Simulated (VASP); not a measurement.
Crystal: SiGe.

```
Ge Si
1.0
     3.98030    0.00000    0.00000
    -1.99015    3.44704    0.00000
     0.00000    0.00000    4.97512
Ge Si
2 2
Direct
  0.33333 0.66667 0.25000
  0.66667 0.33333 0.75000
  0.66667 0.33333 0.25000
  0.33333 0.66667 0.75000
```

```yaml
Program: VASP 6.6.1
Task: relaxation of cell and atoms
Functional: PBEsol
Potentials_or_basis: VASP PAW PBE potentials, release 64 (Ge_d, Si)
Cutoff: 500 eV
k_mesh: 6 × 6 × 4
Occupations: fermi-dirac, width 0.03 eV
Spin: no spin polarisation
```

At the start: pressure 21.7 GPa; volume 17.07 Å³/atom.

Question: How do energy, volume and symmetry change on relaxing?

Answer: Over 9 steps the energy falls by 215.3 meV/atom and the volume is 20.64 Å³/atom (+20.9 %); space group P6_3/mmc (No. 194, to 0.1 Å) before and after.

The path:
```csv
step,energy change (eV),largest force (eV/Å),pressure (GPa),volume (Å³)
1,0.0000,0.0000,21.74,68.26
2,-0.5653,0.0000,-7.19,93.75
3,-0.8388,0.0000,-0.18,82.71
4,-0.8386,0.0000,-0.52,83.02
5,-0.8606,0.0000,-0.39,82.94
6,-0.8607,0.0000,-0.36,82.93
7,-0.8607,0.0000,-0.35,82.93
8,-0.8611,0.0000,0.12,82.42
9,-0.8611,0.0000,0.01,82.54
```

Final structure:
```
Ge Si
1.0
     4.17539    0.00000    0.00000
    -2.08770    3.61600    0.00000
     0.00000    0.00000    5.46717
Ge Si
2 2
Cartesian
  0.0000 2.4107 1.3668
  2.0877 1.2053 4.1004
  2.0877 1.2053 1.3668
  0.0000 2.4107 4.1004
```

Caveat: the volume moved by over 15 % at a fixed basis, so the end points are rough; the PAW data sets were made with another functional, which shifts forces and pressure a little.
